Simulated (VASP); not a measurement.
# MoS2 in VASP: single point with LDA

Aim: the single point of MoS2 with LDA.

Program: VASP 6.6.1. These are calculated values, not measurements. Logs are shortened: lines on timing, memory, paths and dates and some standing lists are left out, and cuts for length are marked.

## (1) The cell of the first run

The cell holds a sheet with vacuum, 9 atoms: a = 3.192 Å, b = 3.192 Å, c = 54.648 Å, α = 90.00°, β = 90.00°, γ = 120.00°.

## (2) Single point, LDA

File INCAR:

```
SYSTEM = MoS2
  PREC = Accurate
  ENCUT = 520
  EDIFF = 1E-6
  ISMEAR = 0
  SIGMA = 0.02
  LREAL = .False.
  LASPH = .True.
  NELM = 80
  ALGO = Normal
  ISIF = 2
  LWAVE = .False.
  LCHARG = .True.
  LDIPOL = .True.
  IDIPOL = 3
  DIPOL = 0.5 0.5 0.306
  LELF = .True.
  LVHAR = .True.
  LVACPOTAV = .True.
  NBANDS = 49
```

File KPOINTS:

```
Automatic mesh
0
Gamma
  12 12 1
  0 0 0
```

File POSCAR:

```
MoS2
1.0
    3.1916000000      0.0000000000      0.0000000000
   -1.5958000000      2.7640066787      0.0000000000
    0.0000000000      0.0000000000     54.6480000066
S Mo
6 3
Direct
    0.6666666667      0.3333333333      0.1684291674
    0.6666666667      0.3333333333      0.2244001379
    0.3333333333      0.6666666667      0.2778069491
    0.3333333333      0.6666666667      0.3338165320
    0.6666666667      0.3333333333      0.3872233432
    0.6666666667      0.3333333333      0.4431943138
    0.3333333333      0.6666666667      0.1963867556
    0.6666666667      0.3333333333      0.3058117406
    0.3333333333      0.6666666667      0.4152367255
```

Potentials or basis: VASP PAW LDA potentials, release 64 (S, Mo_sv).

On the command line:

```console
> cat potpaw_LDA.64/S/POTCAR potpaw_LDA.64/Mo_sv/POTCAR > POTCAR
> mpirun -np 1 vasp_std > vasp.out
```

OUTCAR:

```text
SYSTEM = MoS2
   PREC = Accurate
   ENCUT = 520
   EDIFF = 1E-6
   ISMEAR = 0
   LREAL = .False.
   LASPH = .True.
   NELM = 80
   ISIF = 2

 ion  position               nearest neighbor table
   1  0.667  0.333  0.168-   7 2.39   7 2.39   7 2.39
   2  0.667  0.333  0.224-   7 2.40   7 2.40   7 2.40
   3  0.333  0.667  0.278-   8 2.40   8 2.40   8 2.40
   4  0.333  0.667  0.334-   8 2.40   8 2.40   8 2.40
   5  0.667  0.333  0.387-   9 2.40   9 2.40   9 2.40
   6  0.667  0.333  0.443-   9 2.39   9 2.39   9 2.39
   7  0.333  0.667  0.196-   1 2.39   1 2.39   1 2.39   2 2.40   2 2.40   2 2.40
   8  0.667  0.333  0.306-   4 2.40   4 2.40   4 2.40   3 2.40   3 2.40   3 2.40
   9  0.333  0.667  0.415-   6 2.39   6 2.39   6 2.39   5 2.40   5 2.40   5 2.40

  LATTYP: Found a hexagonal cell.
 ALAT       =     3.1916000000
 C/A-ratio  =    17.1224464239

  Lattice vectors:

 A1 = (   3.1916000000,   0.0000000000,   0.0000000000)
 A2 = (  -1.5958000000,   2.7640066787,   0.0000000000)
 A3 = (   0.0000000000,   0.0000000000,  54.6480000066)

Analysis of symmetry for initial positions (statically):
=====================================================================
 Subroutine PRICEL returns:
 Original cell was already a primitive cell.

 Routine SETGRP: Setting up the symmetry group for a
 hexagonal supercell.

 Subroutine GETGRP returns: Found 12 space group operations
 (whereof  6 operations were pure point group operations)
 out of a pool of 24 trial point group operations.

The static configuration has the point symmetry C_3v.
 The point group associated with its full space group is D_3h.

Analysis of symmetry for dynamics (positions and initial velocities):
=====================================================================
 Subroutine PRICEL returns:
 Original cell was already a primitive cell.

 Routine SETGRP: Setting up the symmetry group for a
 hexagonal supercell.

 Subroutine GETGRP returns: Found 12 space group operations
 (whereof  6 operations were pure point group operations)
 out of a pool of 24 trial point group operations.

The dynamic configuration has the point symmetry C_3v.
 The point group associated with its full space group is D_3h.

 Subroutine INISYM returns: Found 12 space group operations
 (whereof  6 operations are pure point group operations),
 and found     1 'primitive' translations

----------------------------------------------------------------------------------------

                                     Primitive cell

  volume of cell :     482.0830

  direct lattice vectors                    reciprocal lattice vectors
     3.191600000  0.000000000  0.000000000     0.313322471  0.180896813  0.000000000
    -1.595800000  2.764006679  0.000000000     0.000000000  0.361793627  0.000000000
     0.000000000  0.000000000 54.648000007     0.000000000  0.000000000  0.018298931

  length of vectors
     3.191600000  3.191600000 54.648000007     0.361793627  0.361793627  0.018298931

  position of ions in fractional coordinates (direct lattice)
     0.666666667  0.333333333  0.168429167
     0.666666667  0.333333333  0.224400138
     0.333333333  0.666666667  0.277806949
     0.333333333  0.666666667  0.333816532
     0.666666667  0.333333333  0.387223343
     0.666666667  0.333333333  0.443194314
     0.333333333  0.666666667  0.196386756
     0.666666667  0.333333333  0.305811741
     0.333333333  0.666666667  0.415236726

  ion indices of the primitive-cell ions
   primitive index   ion index
                 1           1
                 2           2
                 3           3
                 4           4
                 5           5
                 6           6
                 7           7
                 8           8
                 9           9

----------------------------------------------------------------------------------------

 KPOINTS: Automatic mesh

Automatic generation of k-mesh.
 Grid dimensions read from file:
 generate k-points for:   12   12    1

 Generating k-lattice:

  Cartesian coordinates                     Fractional coordinates (reciprocal lattice)
     0.026110206  0.015074734  0.000000000     0.083333333  0.000000000  0.000000000
     0.000000000  0.030149469  0.000000000     0.000000000  0.083333333  0.000000000
     0.000000000  0.000000000  0.018298931     0.000000000  0.000000000  1.000000000

  Length of vectors
     0.030149469  0.030149469  0.018298931

  Shift w.r.t. Gamma in fractional coordinates (k-lattice)
     0.000000000  0.000000000  0.000000000

 Subroutine IBZKPT returns following result:
 ===========================================

 Found     19 irreducible k-points:

 Following reciprocal coordinates:
            Coordinates               Weight
  0.000000  0.000000  0.000000      1.000000
  0.083333 -0.000000  0.000000      6.000000
  0.166667 -0.000000  0.000000      6.000000
  0.250000  0.000000  0.000000      6.000000
  0.333333  0.000000  0.000000      6.000000
  0.416667  0.000000  0.000000      6.000000
[... 11 lines left out ...]
  0.333333  0.250000  0.000000     12.000000
  0.333333  0.333333  0.000000      2.000000
   k-points           NKPTS =     19   k-points in BZ     NKDIM =     19   number of bands    NBANDS=     49
   number of dos      NEDOS =    301   number of ions     NIONS =      9
   total plane-waves  NPLWV = 241920
   dimension x,y,z NGX =    24 NGY =   24 NGZ =  420
   dimension x,y,z NGXF=    48 NGYF=   48 NGZF=  840
   ions per type =               6   3
   NGX,Y,Z   is equivalent  to a cutoff of  12.50, 12.50, 12.78 a.u.
   NGXF,Y,Z  is equivalent  to a cutoff of  25.00, 25.00, 25.55 a.u.
 SYSTEM =  MoS2
   PREC   = accura    normal or accurate (medium, high low for compatibility)
   ISTART =      0    job   : 0-new  1-cont  2-samecut
   ICHARG =      2    charge: 1-file 2-atom 10-const
   ISPIN  =      1    spin polarized calculation?
   LNONCOLLINEAR =      F non collinear calculations
   LSORBIT =      F    spin-orbit coupling
   LASPH  =      T    aspherical Exc in radial PAW
   ENCUT  =  520.0 eV  38.22 Ry    6.18 a.u.   5.93  5.93101.61*2*pi/ulx,y,z
   NELM   =     80;   NELMIN=  2; NELMDL= -5     # of ELM steps
   EDIFF  = 0.1E-05   stopping-criterion for ELM
   LREAL  =      F    real-space projection
   EDIFFG = 0.1E-04   stopping-criterion for IOM
   NSW    =      0    number of steps for IOM
   IBRION =     -1    ionic relax: 0-MD 1-quasi-New 2-CG
   NFREE  =      0    steps in history (QN), initial steepest desc. (CG)
   ISIF   =      2    stress and relaxation
   ISYM   =      2    0-nonsym 1-usesym 2-fastsym
   POTIM  = 0.5000    time-step for ionic-motion
   TEBEG  =    0.0;   TEEND  =   0.0 temperature during run
   PSTRESS=    0.0 pullay stress
   NELECT =      78.0000    total number of electrons
   NUPDOWN=      -1.0000    fix difference up-down
   EMIN   =  10.00;   EMAX   =-10.00  energy-range for DOS
   EFERMI =   0.00;   METHOD = LEGACY
   ISMEAR =     0;   SIGMA  =   0.02  broadening in eV -4-tet -1-fermi 0-gaus
   EFERMI_NEDOS =   21; number of points for ismear=-14 and -15
   IALGO  =     38    algorithm
   IMIX   =      4    mixing-type and parameters
     AMIX     =   0.40;   BMIX     =  1.00
     AMIX_MAG =   1.60;   BMIX_MAG =  1.00
  volume/ion in A,a.u.               =      53.56       361.47
  Fermi-wavevector in a.u.,A,eV,Ry     =   0.892070  1.685768 10.827373  0.795789
  Thomas-Fermi vector in A             =   2.013972
   LORBIT       =      0    0 simple, 1 ext, 2 COOP (PROOUT), +10 PAW based schemes
   GGA     = CA    functional components
   LHFCALC =     F    Hartree Fock is set to
   AEXX    =    0.0000 exact exchange contribution
   IVDW    =     0    specifies the selected vdW correction
   LEPSILON=     F    determine dielectric tensor
   LRPA    =     F    only Hartree local field effects (RPA)
 non-spin polarized calculation
 Gauss-broadening in eV      SIGMA  =   0.02
  energy-cutoff  :      520.00
  volume of cell :      482.08
 maximum number of plane-waves:     13077
 NGX is ok and might be reduce to    24
   NGX = 11   NGY = 11   NGZ =203

 dipolmoment           0.000000      0.000000     -0.000001 electrons x Angstroem

 number of electron      77.9999994 magnetization

 dipolmoment           0.000000      0.000000      0.000001 electrons x Angstroem

 Free energy of the ion-electron system (eV)
  ---------------------------------------------------
  ext. energy  EPLUGINS =         0.00000000
  ---------------------------------------------------
  free energy    TOTEN  =       -73.19442113 eV

  energy without entropy =      -73.19442113  energy(sigma->0) =      -73.19442113

 E-fermi :  -0.9462     XC(G=0):  -3.8991

 val. band max:       -1.0892543544   @ k =   0.0000   0.0000   0.0000
 cond. band min:      -0.3774189278   @ k =   0.3333   0.3333   0.0000
 fundamental gap:      0.7118354266
 Fermi energy:        -0.9462190398

 k-point     1 :       0.0000    0.0000    0.0000
  band No.  band energies     occupation
      1     -62.4054      2.00000
      2     -62.4021      2.00000
      3     -62.4021      2.00000
      4     -36.7485      2.00000
      5     -36.7464      2.00000
      6     -36.7464      2.00000
[... 41 lines left out ...]
     48       1.1870      0.00000
     49       1.2147      0.00000

 k-point     2 :       0.0833   -0.0000    0.0000
  band No.  band energies     occupation
      1     -62.4029      2.00000
      2     -62.3996      2.00000
      3     -62.3995      2.00000
      4     -36.7434      2.00000
      5     -36.7413      2.00000
      6     -36.7413      2.00000
[... 41 lines left out ...]
     48       1.0406      0.00000
     49       1.0612      0.00000

 k-point     3 :       0.1667   -0.0000    0.0000
  band No.  band energies     occupation
      1     -62.3960      2.00000
      2     -62.3926      2.00000
      3     -62.3926      2.00000
      4     -36.7295      2.00000
      5     -36.7274      2.00000
      6     -36.7274      2.00000
[... 41 lines left out ...]
     48       0.9603      0.00000
     49       1.4137      0.00000

 k-point     4 :       0.2500    0.0000    0.0000
  band No.  band energies     occupation
      1     -62.3865      2.00000
      2     -62.3832      2.00000
      3     -62.3832      2.00000
      4     -36.7398      2.00000
      5     -36.7359      2.00000
      6     -36.7358      2.00000
[... 717 lines left out ...]
     48       1.6325      0.00000
     49       2.4787      0.00000

 k-point    18 :       0.3333    0.2500    0.0000
  band No.  band energies     occupation
      1     -62.3640      2.00000
      2     -62.3607      2.00000
      3     -62.3607      2.00000
      4     -36.8611      2.00000
      5     -36.8573      2.00000
      6     -36.8572      2.00000
[... 41 lines left out ...]
     48       1.7322      0.00000
     49       2.6364      0.00000

 k-point    19 :       0.3333    0.3333    0.0000
  band No.  band energies     occupation
      1     -62.3628      2.00000
      2     -62.3594      2.00000
      3     -62.3594      2.00000
      4     -36.8341      2.00000
      5     -36.8303      2.00000
      6     -36.8303      2.00000
[... 41 lines left out ...]
     48       1.6858      0.00000
     49       2.9130      0.00000

------------------------ aborting loop because EDIFF is reached ----------------------------------------

 vacuum level on the upper side and lower side of the slab       (xc-potential included)        -0.084        -0.084

  FORCE on cell =-STRESS in cart. coord.  units (eV):
  Direction    XX          YY          ZZ          XY          YZ          ZX
  --------------------------------------------------------------------------------------
  -------------------------------------------------------------------------------------
  Total       -5.9853175     -5.9853175      0.0974399      0.0000000      0.0000000      0.0000000
  in kB      -19.8918859    -19.8918859      0.3238365      0.0000000      0.0000000      0.0000000
  external PRESSURE =     -13.1533118 kB  Pullay stress =       0.0000000 kB

 VOLUME and BASIS-vectors are now :
 -----------------------------------------------------------------------------
  energy-cutoff  :      520.00
  volume of cell :      482.08
      direct lattice vectors                 reciprocal lattice vectors
     3.191600000  0.000000000  0.000000000     0.313322471  0.180896813  0.000000000
    -1.595800000  2.764006679  0.000000000     0.000000000  0.361793627  0.000000000
     0.000000000  0.000000000 54.648000007     0.000000000  0.000000000  0.018298931

 POSITION                                       TOTAL-FORCE (eV/Angst)
 -----------------------------------------------------------------------------------
      1.59580      0.92134      9.20432         0.000000     -0.000000     -0.016939
      1.59580      0.92134     12.26302        -0.000000      0.000000      0.016099
     -0.00000      1.84267     15.18159        -0.000000      0.000000     -0.015993
     -0.00000      1.84267     18.24241        -0.000000     -0.000000      0.015993
      1.59580      0.92134     21.16098        -0.000000      0.000000     -0.016099
      1.59580      0.92134     24.21968         0.000000     -0.000000      0.016939
     -0.00000      1.84267     10.73214         0.000000     -0.000000     -0.000672
      1.59580      0.92134     16.71200        -0.000000     -0.000000     -0.000000
     -0.00000      1.84267     22.69186         0.000000     -0.000000      0.000672
 -----------------------------------------------------------------------------------
    total drift:                                0.000000      0.000000      0.000091

  FREE ENERGIE OF THE ION-ELECTRON SYSTEM (eV)
  ---------------------------------------------------
  free  energy   TOTEN  =       -73.1944211316 eV

  energy  without entropy=      -73.1944211316  energy(sigma->0) =      -73.19442113

 vacuum level on the upper side and lower side of the slab         4.299         4.299
```

Wall time 9.3 min (1 thread of AMD EPYC 7R13 (Zen 3), shared host); peak memory 0.59 GiB.

Results:

- Free energy: -73.1944 eV
- Largest force: 0.017 eV/Å
- Band gap on the k mesh: 0.71 eV, indirect (least direct gap 1.55 eV)
- Ionisation potential of the upper face: 5.39 eV

Forces in eV/Å, atoms in the order of the input:
```
S    0.000  0.000 -0.017
S    0.000  0.000  0.016
S    0.000  0.000 -0.016
S    0.000  0.000  0.016
S    0.000  0.000 -0.016
S    0.000  0.000  0.017
Mo   0.000  0.000 -0.001
Mo   0.000  0.000  0.000
Mo   0.000  0.000  0.001
```

Levels at points of the mesh, in eV from the valence-band top:
```
           k point  band 37  band 38  band 39  band 40  band 41  band 42
(0.00, 0.00, 0.00)    -0.95    -0.31     0.00     1.90     1.90     1.92
(0.50, 0.00, 0.00)    -1.54    -1.45    -1.39     1.33     1.36     1.38
```
